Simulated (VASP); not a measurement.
# GaN: single point with r2SCAN

The system is GaN.

```
Ga N
1.0
     0.00000    2.24906    2.24906
     2.24906    0.00000    2.24906
     2.24906    2.24906    0.00000
Ga N
1 1
Direct
  0.00000 0.00000 0.00000
  0.25000 0.25000 0.25000
```

```json
{"Program": "VASP 6.6.1", "Task": "single point", "Functional": "r2SCAN", "Potentials or basis": "VASP PAW PBE potentials, release 64 (Ga_d, N)", "Cutoff": "660 eV", "k mesh": "9 × 9 × 9", "Occupations": "fermi-dirac, width 0.05 eV", "Spin": "no spin polarisation"}
```

```
Pressure               : 1.2 GPa
Band gap on the k mesh : 2.16 eV
```

Levels at points of the mesh, in eV from the valence-band top:
| k point | band 7 | band 8 | band 9 | band 10 | band 11 | band 12 |
| --- | --- | --- | --- | --- | --- | --- |
| (0.00, 0.00, 0.00) | 0.00 | 0.00 | 0.00 | 2.16 | 11.04 | 11.04 |

Wall time 2.5 min on 1 thread of Intel Xeon 8259CL, on a shared host, peak memory 0.17 GiB.

Caveat: the PAW data sets were made with another functional, which shifts forces and pressure a little.
